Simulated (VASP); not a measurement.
Write the native input for VASP 6.6.1 that does the following.

- Task: single point
- Functional: PBE
- Potentials or basis: VASP PAW PBE potentials, release 64 (Ti_sv, Cl, F)
- Cutoff: 520 eV
- k mesh: 6 × 6 × 4
- Occupations: gaussian, width 0.1 eV
- Spin: collinear spin
- Starting moments: [1.0, 0.0, 0.0] μB
- Dipole correction: no
- Further INCAR settings: ALGO = Normal; EDIFF = 1e-06; NBANDS = 24

The structure of TiClF lies in POSCAR:

```
TiClF
1.0
    3.6722070205     -0.0000000027      0.0000000000
   -1.8361035079      3.1802245690      0.0000000000
    0.0000000000      0.0000000000      4.1020791464
Ti Cl F
1 1 1
Direct
    0.3333333333      0.6666666667      0.5000000000
    0.0000000000      0.0000000000      0.0000000000
    0.6666666667      0.3333333333      0.5000000000
```

The cell was built from a structure type or drawn by symmetry, and may not be a known phase.

The input as run:

INCAR

```
PREC = Accurate ; ENCUT = 520
EDIFF = 1E-6 ; ISMEAR = 0
SIGMA = 0.1 ; LREAL = False
LASPH = True ; NELM = 150
ALGO = Normal ; ISIF = 2
LWAVE = False ; LCHARG = False
ISPIN = 2 ; MAGMOM = 1 0 0
LORBIT = 11 ; LMAXMIX = 4
GGA = PE ; NBANDS = 24
```

KPOINTS

```
regular mesh
0
Gamma
  6 6 4
```

Potentials or basis: VASP PAW PBE potentials, release 64 (Ti_sv, Cl, F).

The run is started by

```sh
$ cat potpaw_PBE.64/Ti_sv/POTCAR potpaw_PBE.64/Cl/POTCAR potpaw_PBE.64/F/POTCAR > POTCAR
$ mpirun -np 1 vasp_std > vasp.out
```

Results of the run:

```yaml
Pressure: 0.1 GPa
Band_gap_on_the_k_mesh: zero (filled and empty bands overlap)
Net_moment: 1.99 μB per cell
Site_moments: Ti +1.67; Cl -0.01; F -0.00 μB
Valence_electrons_inside_the_program's_atomic_spheres: Ti 10.09; Cl 5.12; F 6.12
```

Caveat: the k points lie up to 0.38 Å⁻¹ apart, too coarse for converged energies and pressures of a metal; semilocal functionals often make such compounds metallic where correlation or magnetic order opens a gap, which also shifts bond lengths.

Run time: 36 s on 1 thread of Intel Xeon 8259CL, on a shared host, peak memory 0.2 GiB.
